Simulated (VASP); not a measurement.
Wanted: the native input for a VASP 6.6.1 run.

* Task: single point
* Functional: PBE
* Potentials or basis: VASP PAW PBE potentials, release 64 (Na_pv, Cl)
* Cutoff: 520 eV
* k mesh: 4 × 4 × 4
* Occupations: gaussian, width 0.01 eV
* Spin: no spin polarisation
* Dipole correction: no
* Further INCAR settings: ALGO = Normal; EDIFF = 1e-07; NBANDS = 14

The structure of NaCl lies in POSCAR:

```
NaCl
1.0
   -0.0168161930      2.7998961403      2.7998961403
    2.7998961403     -0.0168161930      2.7998961403
    2.7998961403      2.7998961403     -0.0168161930
Na Cl
1 1
Direct
    0.0000000000      0.0000000000      0.0000000000
    0.5000000000      0.5000000000      0.5000000000
```

This cell differs from its parent crystal: epitaxial 111 strain +0.5%.

These files were run (other wordings do the same):

INCAR

```
PREC     = Accurate       # precision mode
ENCUT    = 520            # plane-wave cutoff, eV
EDIFF    = 1E-7           # SCF threshold, eV
ISMEAR   = 0              # smearing method
SIGMA    = 0.01           # smearing width, eV
LREAL    = F              # projectors in reciprocal space
LASPH    = T              # aspherical terms in the spheres
NELM     = 60             # most SCF steps
ALGO     = Normal         # electronic algorithm
ISIF     = 2              # what is computed and relaxed
LWAVE    = F              # write WAVECAR
LCHARG   = F              # write CHGCAR
GGA      = PE             # functional
NBANDS   = 14             # bands
```

KPOINTS

```
Automatic mesh
0
Gamma
  4 4 4
```

Potentials or basis: VASP PAW PBE potentials, release 64 (Na_pv, Cl).

Launch:

```sh
$ cat potpaw_PBE.64/Na_pv/POTCAR potpaw_PBE.64/Cl/POTCAR > POTCAR
$ mpirun -np 1 vasp_std > vasp.out
```

Results of the run:

```yaml
Pressure: 1.1 GPa
Band_gap_on_the_k_mesh: 5.13 eV
```

Caveat: the k points lie up to 0.48 Å⁻¹ apart; the cell differs from its parent crystal (epitaxial 111 strain +0.5%).

Run time: 19 s on 1 thread of AMD EPYC 7R13, with other jobs on the host, peak memory 0.13 GiB.
